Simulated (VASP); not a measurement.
# Sn (Fm-3m) in VASP: density of states with PBE

Aim: the density of states of Sn with PBE.

All numbers are computed with VASP 6.6.1; they aren't measurements. Logs are shortened: lines on timing, memory, paths and dates and some standing lists are left out, and cuts for length are marked.

## Step 1: The cell of the first run

The structure is cubic, space group Fm-3m (No. 225). Conventional cell: a = 4.819 Å, b = 4.819 Å, c = 4.819 Å, α = 90.00°, β = 90.00°, γ = 90.00°. Within 4.5 Å of Sn (site symmetry m-3m) lie 12 Sn at 3.41 Å.

## Step 2: Density of states, PBE

Contents of POSCAR:

```
Sn
1.0
    0.0000000000      2.4095795385      2.4095795385
    2.4095795385      0.0000000000      2.4095795385
    2.4095795385      2.4095795385      0.0000000000
Sn
1
Direct
    0.0000000000      0.0000000000      0.0000000000
```

Contents of INCAR.step1:

```
SYSTEM = Sn
PREC = Accurate
ENCUT = 400
EDIFF = 1E-6
ISMEAR = 0
SIGMA = 0.05
LREAL = .False.
LASPH = .True.
NELM = 120
ALGO = Normal
ISIF = 2
LWAVE = .False.
LCHARG = .True.
GGA = PE
NBANDS = 13
GGA_COMPAT = .False.
NEDOS = 2001
LORBIT = 11
```

Contents of KPOINTS.step1:

```
regular mesh
0
Gamma
  16 16 16
  0 0 0
```

Contents of INCAR.step2:

```
SYSTEM = Sn
PREC = Accurate
ENCUT = 400
EDIFF = 1E-6
ISMEAR = -5
SIGMA = 0.05
LREAL = .False.
LASPH = .True.
NELM = 120
ALGO = Normal
ISIF = 2
LWAVE = .False.
LCHARG = .False.
GGA = PE
LORBIT = 11
NEDOS = 1001
ICHARG = 11
GGA_COMPAT = .False.
```

Contents of KPOINTS.step2:

```
regular mesh
0
Gamma
  24 24 24
  0 0 0
```

Potentials or basis: VASP PAW PBE potentials, release 64 (Sn_d).

Run with:

```
$ cat potpaw_PBE.64/Sn_d/POTCAR > POTCAR
$ cp INCAR.step1 INCAR
$ cp KPOINTS.step1 KPOINTS
$ mpirun -np 1 vasp_std > vasp.out
$ cp INCAR.step2 INCAR
$ cp KPOINTS.step2 KPOINTS
$ mpirun -np 1 vasp_std > vasp.out
```

OUTCAR:

```text
SYSTEM = Sn
   PREC = Accurate
   ENCUT = 400
   EDIFF = 1E-6
   ISMEAR = -5
   LREAL = .False.
   LASPH = .True.
   NELM = 120
   ISIF = 2
   GGA = PE
   LORBIT = 11
   ICHARG = 11

 ion  position               nearest neighbor table
   1  0.000  0.000  0.000-

  LATTYP: Found a face centered cubic cell.
 ALAT       =     4.8191590770

  Lattice vectors:

 A1 = (   0.0000000000,   2.4095795385,   2.4095795385)
 A2 = (   2.4095795385,   0.0000000000,   2.4095795385)
 A3 = (   2.4095795385,   2.4095795385,   0.0000000000)

Analysis of symmetry for initial positions (statically):
=====================================================================
 Subroutine PRICEL returns:
 Original cell was already a primitive cell.

 Routine SETGRP: Setting up the symmetry group for a
 face centered cubic supercell.

 Subroutine GETGRP returns: Found 48 space group operations
 (whereof 48 operations were pure point group operations)
 out of a pool of 48 trial point group operations.

The static configuration has the point symmetry O_h .

Analysis of symmetry for dynamics (positions and initial velocities):
=====================================================================
 Subroutine PRICEL returns:
 Original cell was already a primitive cell.

 Routine SETGRP: Setting up the symmetry group for a
 face centered cubic supercell.

 Subroutine GETGRP returns: Found 48 space group operations
 (whereof 48 operations were pure point group operations)
 out of a pool of 48 trial point group operations.

The dynamic configuration has the point symmetry O_h .

 Subroutine INISYM returns: Found 48 space group operations
 (whereof 48 operations are pure point group operations),
 and found     1 'primitive' translations

----------------------------------------------------------------------------------------

                                     Primitive cell

  volume of cell :      27.9804

  direct lattice vectors                    reciprocal lattice vectors
     0.000000000  2.409579539  2.409579539    -0.207505082  0.207505082  0.207505082
     2.409579539  0.000000000  2.409579539     0.207505082 -0.207505082  0.207505082
     2.409579539  2.409579539  0.000000000     0.207505082  0.207505082 -0.207505082

  length of vectors
     3.407660063  3.407660063  3.407660063     0.359409345  0.359409345  0.359409345

  position of ions in fractional coordinates (direct lattice)
     0.000000000  0.000000000  0.000000000

  ion indices of the primitive-cell ions
   primitive index   ion index
                 1           1

----------------------------------------------------------------------------------------

 KPOINTS: regular mesh

Automatic generation of k-mesh.
 Grid dimensions read from file:
 generate k-points for:   24   24   24

 Generating k-lattice:

  Cartesian coordinates                     Fractional coordinates (reciprocal lattice)
    -0.008646045  0.008646045  0.008646045     0.041666667  0.000000000  0.000000000
     0.008646045 -0.008646045  0.008646045     0.000000000  0.041666667  0.000000000
     0.008646045  0.008646045 -0.008646045     0.000000000  0.000000000  0.041666667

  Length of vectors
     0.014975389  0.014975389  0.014975389

  Shift w.r.t. Gamma in fractional coordinates (k-lattice)
     0.000000000  0.000000000  0.000000000

 TETIRR: Found   1864 inequivalent tetrahedra from    82944

 Subroutine IBZKPT returns following result:
 ===========================================

 Found    413 irreducible k-points:

 Following reciprocal coordinates:
            Coordinates               Weight
  0.000000  0.000000  0.000000      1.000000
  0.041667  0.000000  0.000000      8.000000
  0.083333  0.000000  0.000000      8.000000
  0.125000  0.000000  0.000000      8.000000
  0.166667  0.000000  0.000000      8.000000
  0.208333  0.000000  0.000000      8.000000
[... 16 lines left out ...]
  0.416667  0.041667  0.000000     24.000000
  0.458333  0.041667  0.000000     24.000000
 [... further k-points ...]
   k-points           NKPTS =    413   k-points in BZ     NKDIM =    413   number of bands    NBANDS=     11
   number of dos      NEDOS =   1001   number of ions     NIONS =      1
   total plane-waves  NPLWV =  13824
   dimension x,y,z NGX =    24 NGY =   24 NGZ =   24
   dimension x,y,z NGXF=    48 NGYF=   48 NGZF=   48
   ions per type =               1
   NGX,Y,Z   is equivalent  to a cutoff of  11.71, 11.71, 11.71 a.u.
   NGXF,Y,Z  is equivalent  to a cutoff of  23.42, 23.42, 23.42 a.u.
 SYSTEM =  Sn
   PREC   = accura    normal or accurate (medium, high low for compatibility)
   ISTART =      0    job   : 0-new  1-cont  2-samecut
   ICHARG =     11    charge: 1-file 2-atom 10-const
   ISPIN  =      1    spin polarized calculation?
   LNONCOLLINEAR =      F non collinear calculations
   LSORBIT =      F    spin-orbit coupling
   LASPH  =      T    aspherical Exc in radial PAW
   ENCUT  =  400.0 eV  29.40 Ry    5.42 a.u.   5.56  5.56  5.56*2*pi/ulx,y,z
   NELM   =    120;   NELMIN=  2; NELMDL=  0     # of ELM steps
   EDIFF  = 0.1E-05   stopping-criterion for ELM
   LREAL  =      F    real-space projection
   EDIFFG = 0.1E-04   stopping-criterion for IOM
   NSW    =      0    number of steps for IOM
   IBRION =     -1    ionic relax: 0-MD 1-quasi-New 2-CG
   NFREE  =      0    steps in history (QN), initial steepest desc. (CG)
   ISIF   =      2    stress and relaxation
   ISYM   =      2    0-nonsym 1-usesym 2-fastsym
   POTIM  = 0.5000    time-step for ionic-motion
   TEBEG  =    0.0;   TEEND  =   0.0 temperature during run
   PSTRESS=    0.0 pullay stress
   NELECT =      14.0000    total number of electrons
   NUPDOWN=      -1.0000    fix difference up-down
   EMIN   =  10.00;   EMAX   =-10.00  energy-range for DOS
   EFERMI =   0.00;   METHOD = LEGACY
   ISMEAR =    -5;   SIGMA  =   0.05  broadening in eV -4-tet -1-fermi 0-gaus
   EFERMI_NEDOS =   21; number of points for ismear=-14 and -15
   IALGO  =     38    algorithm
   IMIX   =      4    mixing-type and parameters
     AMIX     =   0.40;   BMIX     =  1.00
     AMIX_MAG =   1.60;   BMIX_MAG =  1.00
  volume/ion in A,a.u.               =      27.98       188.82
  Fermi-wavevector in a.u.,A,eV,Ry     =   1.299669  2.456019 22.982154  1.689141
  Thomas-Fermi vector in A             =   2.430918
   LORBIT       =     11    0 simple, 1 ext, 2 COOP (PROOUT), +10 PAW based schemes
   GGA     = PE    functional components
   LHFCALC =     F    Hartree Fock is set to
   AEXX    =    0.0000 exact exchange contribution
   IVDW    =     0    specifies the selected vdW correction
   LEPSILON=     F    determine dielectric tensor
   LRPA    =     F    only Hartree local field effects (RPA)
 non-spin polarized calculation
 Fermi weights with tetrahedron method with Bloechl corrections
  energy-cutoff  :      400.00
  volume of cell :       27.98
 maximum number of plane-waves:       532

 number of electron      13.9999987 magnetization

 Free energy of the ion-electron system (eV)
  ---------------------------------------------------
  ext. energy  EPLUGINS =         0.00000000
  ---------------------------------------------------
  free energy    TOTEN  =        -3.78541140 eV

  energy without entropy =       -3.78541140  energy(sigma->0) =       -3.78541140

 E-fermi :   7.8324     XC(G=0): -10.2282

 val. band max:        7.7928875902   @ k =   0.4167   0.2917   0.0417
 cond. band min:       7.7514589917   @ k =  -0.2917   0.5000   0.2083
 fundamental gap:     -0.0414285984
 Fermi energy:         7.8324077806

 k-point     1 :       0.0000    0.0000    0.0000
  band No.  band energies     occupation
      1     -13.7578      2.00000
      2     -13.7578      2.00000
      3     -13.7578      2.00000
      4     -13.6874      2.00000
      5     -13.6874      2.00000
      6      -3.1341      2.00000
      7      15.2594      0.00000
      8      15.2594      0.00000
      9      15.2594      0.00000
     10      18.3671      0.00000
     11      19.4516      0.00000

 k-point     2 :       0.0417    0.0000    0.0000
  band No.  band energies     occupation
      1     -13.7576      2.00000
      2     -13.7564      2.00000
      3     -13.7564      2.00000
      4     -13.6875      2.00000
      5     -13.6875      2.00000
      6      -3.0993      2.00000
      7      14.8422      0.00000
      8      15.2024      0.00000
      9      15.2024      0.00000
     10      18.0577      0.00000
     11      19.5499      0.00000

 k-point     3 :       0.0833    0.0000    0.0000
  band No.  band energies     occupation
      1     -13.7573      2.00000
      2     -13.7526      2.00000
      3     -13.7526      2.00000
      4     -13.6875      2.00000
      5     -13.6875      2.00000
      6      -2.9946      2.00000
      7      13.8355      0.00000
      8      15.0478      0.00000
      9      15.0478      0.00000
     10      17.7559      0.00000
     11      19.8211      0.00000

 k-point     4 :       0.1250    0.0000    0.0000
  band No.  band energies     occupation
      1     -13.7567      2.00000
      2     -13.7474      2.00000
      3     -13.7474      2.00000
      4     -13.6867      2.00000
      5     -13.6867      2.00000
      6      -2.8201      2.00000
      7      12.5932      0.00000
      8      14.8314      0.00000
      9      14.8314      0.00000
     10      17.5604      0.00000
     11      20.1893      0.00000
[... 239 lines left out ...]
 k-point    22 :       0.3750    0.0417    0.0000
  band No.  band energies     occupation
      1     -13.7556      2.00000
      2     -13.7453      2.00000
      3     -13.7428      2.00000
      4     -13.6427      2.00000
      5     -13.6314      2.00000
      6      -0.5167      2.00000
      7       5.7120      2.00000
      8      13.2714      0.00000
      9      13.5949      0.00000
     10      17.1484      0.00000
     11      18.3277      0.00000

 k-point    23 :       0.4167    0.0417    0.0000
  band No.  band energies     occupation
      1     -13.7553      2.00000
      2     -13.7480      2.00000
      3     -13.7455      2.00000
      4     -13.6322      2.00000
      5     -13.6232      2.00000
      6       0.0704      2.00000
      7       4.7274      2.00000
      8      13.2277      0.00000
      9      13.4007      0.00000
     10      17.0980      0.00000
     11      18.2199      0.00000

 k-point    24 :       0.4583    0.0417    0.0000
  band No.  band energies     occupation
      1     -13.7551      2.00000
      2     -13.7499      2.00000
      3     -13.7476      2.00000
      4     -13.6242      2.00000
      5     -13.6182      2.00000
      6       0.6447      2.00000
      7       3.8947      2.00000
      8      13.2339      0.00000
      9      13.2381      0.00000
     10      17.0896      0.00000
     11      18.1369      0.00000

 [... further k-points ...]
[... 5 lines left out ...]
  --------------------------------------------------------------------------------------
  -------------------------------------------------------------------------------------
  Total        0.0480967      0.0480967      0.0480967      0.0000000      0.0000000      0.0000000
  in kB        2.7540493      2.7540493      2.7540493      0.0000000      0.0000000      0.0000000
  external PRESSURE =       2.7540493 kB  Pullay stress =       0.0000000 kB

 VOLUME and BASIS-vectors are now :
 -----------------------------------------------------------------------------
  energy-cutoff  :      400.00
  volume of cell :       27.98
      direct lattice vectors                 reciprocal lattice vectors
     0.000000000  2.409579539  2.409579539    -0.207505082  0.207505082  0.207505082
     2.409579539  0.000000000  2.409579539     0.207505082 -0.207505082  0.207505082
     2.409579539  2.409579539  0.000000000     0.207505082  0.207505082 -0.207505082

 POSITION                                       TOTAL-FORCE (eV/Angst)
 -----------------------------------------------------------------------------------
      0.00000      0.00000      0.00000         0.000000      0.000000      0.000000
 -----------------------------------------------------------------------------------
    total drift:                               -0.000000     -0.000000     -0.000000

  FREE ENERGIE OF THE ION-ELECTRON SYSTEM (eV)
  ---------------------------------------------------
  free  energy   TOTEN  =        -3.7854114006 eV

  energy  without entropy=       -3.7854114006  energy(sigma->0) =       -3.78541140

 total charge

# of ion       s       p       d       tot
------------------------------------------
    1        1.307   0.858   9.969  12.133
```

It took 44 s on 1 thread of AMD EPYC 9R45 (Zen 5), shared host; peak memory 0.17 GiB.

Results:

| Quantity | Value |
| --- | --- |
| Valence electrons inside the program's atomic spheres | Sn 12.13 |

Levels at points of the mesh, in eV from the Fermi level:
| k point | band 5 | band 6 | band 7 | band 8 | band 9 | band 10 |
| --- | --- | --- | --- | --- | --- | --- |
| (0.00, 0.00, 0.00) | -21.52 | -10.97 | 7.43 | 7.43 | 7.43 | 10.53 |
| (0.50, 0.00, 0.00) | -21.45 | -6.79 | -4.52 | 5.58 | 5.58 | 9.91 |
| (0.50, 0.50, 0.00) | -21.43 | -4.96 | -3.55 | 1.99 | 1.99 | 5.27 |

Caveat: spin-orbit coupling is left out, which moves the levels of the heavy elements; tetrahedron occupations give inexact forces and stress in metals.
